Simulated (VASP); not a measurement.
Wanted: the native input for a VASP 6.6.1 run.

```yaml
Task: single point
Functional: LDA
Potentials_or_basis: VASP PAW LDA potentials, release 64 (I)
Cutoff: 520 eV
k_mesh: 9 × 9 × 9
Occupations: fermi-dirac, width 0.05 eV
Spin: no spin polarisation
Dipole_correction: no
Further_INCAR_settings: ALGO = Normal; EDIFF = 1e-07; NBANDS = 10
```

The structure of I lies in POSCAR:

```
I
1.0
    0.0000000000      2.2588208451      3.5423928968
    2.1947394298      0.0000000000      3.5423928968
    2.1947394298      2.2588208451      0.0000000000
I
1
Direct
    0.0000000000      0.0000000000      0.0000000000
```

The input as run:

INCAR

```
PREC = Accurate
ENCUT = 520
EDIFF = 1E-7
ISMEAR = -1
SIGMA = 0.05
LREAL = F
LASPH = T
NELM = 80
ALGO = Normal
ISIF = 2
LWAVE = F
LCHARG = F
GGA = CA
NBANDS = 10
```

KPOINTS

```
Automatic mesh
0
Gamma
  9 9 9
```

Potentials or basis: VASP PAW LDA potentials, release 64 (I).

Command:

```sh
$ cat potpaw_LDA.64/I/POTCAR > POTCAR
$ mpirun -np 1 vasp_std > vasp.out
```

It gave:

```json
{"Pressure": "0.0 GPa"}
```

Caveat: an odd number of electrons without spin polarisation forces a metal; a magnetic or distorted state may lie lower.

Wall time 20 s on 1 thread of Intel Xeon 6975P-C, with other jobs on the host, peak memory 0.17 GiB.
